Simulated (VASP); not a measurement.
# Pd (Fm-3m) in VASP: settings compared, part 2 of 2

VASP 6.6.1.

## Step 3: Single point, r2SCAN+rVV10

This run uses another cell than the first one, of 15.34 Å³/atom, 1.020 times its volume.

Contents of POSCAR:

```
Pd
1.0
    0.0000000000      1.9721147795      1.9721147795
    1.9721147795      0.0000000000      1.9721147795
    1.9721147795      1.9721147795      0.0000000000
Pd
1
Direct
    0.0000000000      0.0000000000      0.0000000000
```

Contents of INCAR.step1:

```
SYSTEM = Pd
ALGO     = Normal         ! electronic algorithm
EDIFF    = 1E-5           ! SCF threshold, eV
ENCUT    = 590            ! plane-wave cutoff, eV
GGA      = PE             ! functional
GGA_COMPAT= .False.      
ISMEAR   = -1             ! smearing method
LASPH    = .True.         ! aspherical terms in the spheres
LCHARG   = .False.        ! write CHGCAR
LREAL    = .False.        ! projectors in reciprocal space
LWAVE    = .True.         ! write WAVECAR
NBANDS   = 15             ! bands
NELM     = 120            ! most SCF steps
PREC     = Accurate       ! precision mode
SIGMA    = 0.05           ! smearing width, eV
```

Contents of INCAR.step2:

```
SYSTEM = Pd
ALGO     = Normal         ! electronic algorithm
BPARAM   = 11.95        
CPARAM   = 0.0093       
EDIFF    = 1E-6           ! SCF threshold, eV
ENCUT    = 590            ! plane-wave cutoff, eV
GGA_COMPAT= .False.      
ISIF     = 2              ! what is computed and relaxed
ISMEAR   = -1             ! smearing method
ISTART   = 1            
IVDW_NL  = 2            
LASPH    = .True.         ! aspherical terms in the spheres
LCHARG   = .False.        ! write CHGCAR
LMIXTAU  = .True.       
LREAL    = .False.        ! projectors in reciprocal space
LUSE_VDW = .True.       
LWAVE    = .False.        ! write WAVECAR
METAGGA  = R2SCAN         ! meta-GGA
NBANDS   = 15             ! bands
NELM     = 120            ! most SCF steps
PREC     = Accurate       ! precision mode
SIGMA    = 0.05           ! smearing width, eV
```

Contents of KPOINTS:

```
k-points
0
Gamma
  12 12 12
  0 0 0
```

Potentials or basis: VASP PAW PBE potentials, release 64 (Pd_sv_GW).

Started as:

```
$ cat potpaw_PBE.64/Pd_sv_GW/POTCAR > POTCAR
$ cp INCAR.step1 INCAR
$ mpirun -np 1 vasp_std > vasp.out
$ cp INCAR.step2 INCAR
$ mpirun -np 1 vasp_std > vasp.out
```

Run time: 68 s. Hardware: 1 thread of Intel Xeon Platinum 8488C (Sapphire Rapids), shared host; peak memory 0.23 GiB.

It converged, with:

```yaml
Free_energy: -21.0531 eV
Pressure: -8.5 GPa
Band_gap_on_the_k_mesh: zero (band 9 reaches 7.94 eV, above the bottom of band 10 at 6.37 eV)
```

Levels at points of the mesh, in eV from the Fermi level:
```csv
k point,band 6,band 7,band 8,band 9,band 10,band 11,band 12,band 13
"(0.00, 0.00, 0.00)",-2.71,-2.71,-2.71,-1.21,-1.21,17.75,22.46,22.46
"(0.50, 0.00, 0.00)",-2.78,-2.78,-0.02,-0.02,1.42,7.43,17.19,21.53
"(0.50, 0.50, 0.00)",-4.91,-0.08,0.30,0.30,3.70,10.93,13.68,13.68
```

Caveat: the PAW data sets were made with another functional, which shifts forces and pressure a little.

## Step 4: Single point, r2SCAN+rVV10

This run uses another cell than the first one, of 15.64 Å³/atom, 1.039 times its volume.

Contents of POSCAR:

```
Pd
1.0
    0.0000000000      1.9846763588      1.9846763588
    1.9846763588      0.0000000000      1.9846763588
    1.9846763588      1.9846763588      0.0000000000
Pd
1
Direct
    0.0000000000      0.0000000000      0.0000000000
```

Contents of INCAR.step1:

```
  PREC = Accurate
  ENCUT = 590
  ISMEAR = -1
  SIGMA = 0.05
  LREAL = F
  LASPH = T
  NELM = 120
  NBANDS = 15
  GGA = PE
  ALGO = Normal
  EDIFF = 1E-5
  LWAVE = T
  LCHARG = F
  GGA_COMPAT = F
```

Contents of INCAR.step2:

```
  PREC = Accurate
  ENCUT = 590
  EDIFF = 1E-6
  ISMEAR = -1
  SIGMA = 0.05
  LREAL = F
  LASPH = T
  NELM = 120
  ALGO = Normal
  ISIF = 2
  LWAVE = F
  LCHARG = T
  METAGGA = R2SCAN
  LMIXTAU = T
  LUSE_VDW = T
  IVDW_NL = 2
  BPARAM = 11.95
  CPARAM = 0.0093
  LELF = T
  LVHAR = T
  NBANDS = 15
  ISTART = 1
  GGA_COMPAT = F
```

Contents of KPOINTS:

```
Automatic mesh
0
Gamma
  12 12 12
```

Started as:

```
$ cat potpaw_PBE.64/Pd_sv_GW/POTCAR > POTCAR
$ cp INCAR.step1 INCAR
$ mpirun -np 1 vasp_std > vasp.out
$ cp INCAR.step2 INCAR
$ mpirun -np 1 vasp_std > vasp.out
```

Run time: 68 s. Hardware: 1 thread of Intel Xeon Platinum 8375C at 2.90GHz (Ice Lake), shared host; peak memory 0.23 GiB.

It converged, with:

```yaml
Free_energy: -21.0374 eV
Pressure: -11.3 GPa
Band_gap_on_the_k_mesh: zero (band 9 reaches 7.65 eV, above the bottom of band 10 at 6.13 eV)
```

Levels at points of the mesh, in eV from the Fermi level:
```csv
k point,band 5,band 6,band 7,band 8,band 9,band 10,band 11,band 12,band 13,band 14
"(0.00, 0.00, 0.00)",-6.68,-2.63,-2.63,-2.63,-1.17,-1.17,17.74,22.34,22.34,22.34
"(0.50, 0.00, 0.00)",-4.93,-2.69,-2.69,-0.02,-0.02,1.46,7.28,17.16,21.34,21.34
"(0.50, 0.50, 0.00)",-5.01,-4.76,-0.08,0.29,0.29,3.71,10.73,13.57,13.57,21.60
```

Caveat: the PAW data sets were made with another functional, which shifts forces and pressure a little.

## Step 5: Single point, r2SCAN

This run uses another cell than the first one, of 14.75 Å³/atom, 0.980 times its volume.

Contents of POSCAR:

```
Pd
1.0
    0.0000000000      1.9465000000      1.9465000000
    1.9465000000      0.0000000000      1.9465000000
    1.9465000000      1.9465000000      0.0000000000
Pd
1
Direct
    0.0000000000      0.0000000000      0.0000000000
```

Contents of INCAR.step1:

```
SYSTEM = Pd
  PREC = Accurate
  ENCUT = 590
  ISMEAR = -1
  SIGMA = 0.05
  LREAL = .FALSE.
  LASPH = .TRUE.
  NELM = 120
  NBANDS = 15
  GGA = PE
  ALGO = Normal
  EDIFF = 1E-5
  LWAVE = .TRUE.
  LCHARG = .FALSE.
  GGA_COMPAT = .FALSE.
```

Contents of INCAR.step2:

```
SYSTEM = Pd
  PREC = Accurate
  ENCUT = 590
  EDIFF = 1E-6
  ISMEAR = -1
  SIGMA = 0.05
  LREAL = .FALSE.
  LASPH = .TRUE.
  NELM = 120
  ALGO = Normal
  ISIF = 2
  LWAVE = .FALSE.
  LCHARG = .TRUE.
  METAGGA = R2SCAN
  LMIXTAU = .TRUE.
  LELF = .TRUE.
  LVHAR = .TRUE.
  NBANDS = 15
  ISTART = 1
  GGA_COMPAT = .FALSE.
```

Contents of KPOINTS:

```
regular mesh
0
G
  10 10 10
  0 0 0
```

Potentials or basis: VASP PAW PBE potentials, release 64 (Pd_sv_GW).

Started as:

```
$ cat potpaw_PBE.64/Pd_sv_GW/POTCAR > POTCAR
$ cp INCAR.step1 INCAR
$ mpirun -np 1 vasp_std > vasp.out
$ cp INCAR.step2 INCAR
$ mpirun -np 1 vasp_std > vasp.out
```

OUTCAR:

```text
SYSTEM = Pd
   PREC = Accurate
   ENCUT = 590
   EDIFF = 1E-6
   ISMEAR = -1
   LREAL = .FALSE.
   LASPH = .TRUE.
   NELM = 120
   ISIF = 2
   METAGGA = R2SCAN
   ISTART = 1

 ion  position               nearest neighbor table
   1  0.000  0.000  0.000-

  LATTYP: Found a face centered cubic cell.
 ALAT       =     3.8930000000

  Lattice vectors:

 A1 = (   0.0000000000,   1.9465000000,   1.9465000000)
 A2 = (   1.9465000000,   0.0000000000,   1.9465000000)
 A3 = (   1.9465000000,   1.9465000000,   0.0000000000)
[... 601 lines left out ...]
      6       3.5972      2.00000
      7       6.8518      2.00000
      8       7.2805      2.00000
      9       8.1523      1.84089
     10       9.5165      0.00000
     11      22.6518      0.00000
     12      24.2581      0.00000
     13      24.6406      0.00000
     14      29.9064      0.00000
     15      32.4798      0.00000

 [... further k-points ...]
[... 5 lines left out ...]
  --------------------------------------------------------------------------------------
  -------------------------------------------------------------------------------------
  Total        0.0637684      0.0637684      0.0637684      0.0000000     -0.0000000     -0.0000000
  in kB        6.9266495      6.9266495      6.9266495      0.0000000     -0.0000000     -0.0000000
  external PRESSURE =       6.9266495 kB  Pullay stress =       0.0000000 kB

 VOLUME and BASIS-vectors are now :
 -----------------------------------------------------------------------------
  energy-cutoff  :      590.00
  volume of cell :       14.75
      direct lattice vectors                 reciprocal lattice vectors
     0.000000000  1.946500000  1.946500000    -0.256871307  0.256871307  0.256871307
     1.946500000  0.000000000  1.946500000     0.256871307 -0.256871307  0.256871307
     1.946500000  1.946500000  0.000000000     0.256871307  0.256871307 -0.256871307

 POSITION                                       TOTAL-FORCE (eV/Angst)
 -----------------------------------------------------------------------------------
      0.00000      0.00000      0.00000         0.000000      0.000000      0.000000
 -----------------------------------------------------------------------------------
    total drift:                                0.000000      0.000000     -0.000000

  FREE ENERGIE OF THE ION-ELECTRON SYSTEM (eV)
  ---------------------------------------------------
  free  energy   TOTEN  =       -21.4944473357 eV

  energy  without entropy=      -21.4801402242  energy(sigma->0) =      -21.48729378
```

It took 33 s on 1 thread of Intel Xeon Platinum 8559C (Emerald Rapids), shared host; peak memory 0.16 GiB.

Results:

| Quantity | Value |
| --- | --- |
| Free energy | -21.4944 eV |
| Pressure | 0.7 GPa |
| Band gap on the k mesh | zero (band 9 reaches 8.58 eV, above the bottom of band 10 at 6.91 eV) |

Caveat: the PAW data sets were made with another functional, which shifts forces and pressure a little.

## Step 6: The runs side by side

```csv
level,cell,k mesh,gap on the mesh (eV),pressure (GPa)
r2SCAN+rVV10,"a = 2.771 Å, angles 60.0°, 1 atom",12 × 12 × 12,none,-5.3
r2SCAN+rVV10,"a = 2.789 Å, angles 60.0°, 1 atom",12 × 12 × 12,none,-8.5
r2SCAN+rVV10,"a = 2.807 Å, angles 60.0°, 1 atom",12 × 12 × 12,none,-11.3
r2SCAN,"a = 2.753 Å, angles 60.0°, 1 atom",10 × 10 × 10,none,0.7
```

Alike in all rows: task single point; potentials or basis VASP PAW PBE potentials, release 64 (Pd_sv_GW); no spin polarisation; cutoff (eV) 590; smearing fermi-dirac 0.05 eV.

Caveats: the PAW data sets were made with another functional, which shifts forces and pressure a little.

Absolute energies hang on the potentials; compare differences alone.
